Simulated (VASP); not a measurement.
Here is a VASP 6.6.1 calculation.

The input INCAR:

```
PREC     = Accurate       # precision mode
ENCUT    = 520            # plane-wave cutoff, eV
EDIFF    = 1E-6           # SCF threshold, eV
ISMEAR   = 0              # smearing method
SIGMA    = 0.05           # smearing width, eV
LREAL    = False          # projectors in reciprocal space
LASPH    = True           # aspherical terms in the spheres
NELM     = 100            # most SCF steps
ALGO     = Normal         # electronic algorithm
ISIF     = 2              # what is computed and relaxed
LWAVE    = False          # write WAVECAR
LCHARG   = True           # write CHGCAR
LELF     = True           # ELF
LVHAR    = True         
NBANDS   = 20             # bands
```

Contents of KPOINTS:

```
Automatic mesh
0
Gamma
  12 12 4
```

POSCAR

```
Al2O3
1.0
    2.7977951999      0.0000000000      0.0000000000
   -1.3988976000      2.4229617176      0.0000000000
    0.0000000000      0.0000000000      9.4768057769
Al O
2 3
Direct
    0.0000000000      0.0000000000      0.1499923300
    0.0000000000      0.0000000000      0.8500076700
    0.3333333333      0.6666666667      0.2223169200
    0.6666666667      0.3333333333      0.0000000000
    0.3333333333      0.6666666667      0.7776830800
```

Potentials or basis: VASP PAW LDA potentials, release 64 (Al, O).

Command:

```bash
$ cat potpaw_LDA.64/Al/POTCAR potpaw_LDA.64/O/POTCAR > POTCAR
$ mpirun -np 1 vasp_std > vasp.out
```

Task: Predict the largest force.

Result: 0.845 eV/Å.

Task: What does it give for the pressure?

Result: 2.8 GPa.

Task: Predict the band gap on the k mesh.

Result: 5.56 eV, indirect (least direct gap 5.72 eV).

Forces in eV/Å, atoms in the order of the input:
```
Al   0.000  0.000 -0.845
Al   0.000  0.000  0.845
O    0.000  0.000  0.014
O    0.000  0.000  0.000
O    0.000  0.000 -0.014
```

Caveat: the cell differs from its parent crystal (strain -0.030 along x and y, +0.015 along z). A k mesh can miss the band edges.
